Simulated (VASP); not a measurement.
Write the native input for VASP 6.6.1 that does the following.

```yaml
Task: single point
Functional: PBE
Potentials_or_basis: VASP PAW PBE potentials, release 64 (Cr_pv, O)
Cutoff: 520 eV
k_mesh: 4 × 4 × 4
Occupations: gaussian, width 0.05 eV
Spin: collinear spin, antiferromagnetic start
Starting_moments: "[2.68, -2.68, -2.68, 2.68, 0.0, 0.0, 0.0, 0.0, 0.0, 0.0] μB"
Hubbard_terms: Cr d U = 3.7 eV
Dipole_correction: no
Further_INCAR_settings: ALGO = Normal; EDIFF = 1e-06; NBANDS = 57
```

The structure of Cr2O3 lies in POSCAR:

```
Cr2O3
1.0
    2.5041449005      1.4457687324      4.5534317539
   -2.5041449005      1.4457687324      4.5534317539
    0.0000000000     -2.8915374648      4.5534317540
Cr O
4 6
Direct
    0.3482645901      0.3482645901      0.3482645901
    0.1517354096      0.1517354096      0.1517354096
    0.6517354096      0.6517354096      0.6517354096
    0.8482645901      0.8482645901      0.8482645901
    0.5538917338      0.9461082640      0.2500000025
    0.2500000025      0.5538917338      0.9461082640
    0.9461082640      0.2500000025      0.5538917338
    0.4461082640      0.0538917338      0.7500000025
    0.7500000025      0.4461082640      0.0538917338
    0.0538917338      0.7500000025      0.4461082640
```

One way to write it, as run:

INCAR

```
SYSTEM = Cr2O3
PREC = Accurate
ENCUT = 520
EDIFF = 1E-6
ISMEAR = 0
SIGMA = 0.05
LREAL = .FALSE.
LASPH = .TRUE.
NELM = 150
ALGO = Normal
ISIF = 2
LWAVE = .FALSE.
LCHARG = .FALSE.
ISPIN = 2
MAGMOM = 2.68 -2.68 -2.68 2.68 0 0 0 0 0 0
LORBIT = 11
LMAXMIX = 4
LDAU = .TRUE.
LDAUTYPE = 2
LDAUL = 2 -1
LDAUU = 3.7 0
LDAUJ = 0 0
LDAUPRINT = 1
GGA = PE
NBANDS = 57
```

KPOINTS

```
Automatic mesh
0
G
  4 4 4
  0 0 0
```

Potentials or basis: VASP PAW PBE potentials, release 64 (Cr_pv, O).

Command:

```sh
$ cat potpaw_PBE.64/Cr_pv/POTCAR potpaw_PBE.64/O/POTCAR > POTCAR
$ mpirun -np 1 vasp_std > vasp.out
```

It gave:

* Pressure: 7.8 GPa
* Largest force: 0.083 eV/Å
* Band gap on the k mesh: 3.21 eV (least direct gap 3.22 eV)
* Net moment: 0.00 μB per cell
* Site moments: Cr +2.90, -2.90 (each value once); O +0.00 μB
* Valence electrons inside the program's atomic spheres: Cr 10.63; O 5.08

Caveat: the cell stands under pressure.

Run time: 94 s on 1 thread of AMD EPYC 9R45 96-Core Processor (Zen 5), with other jobs on the host, peak memory 0.31 GiB.
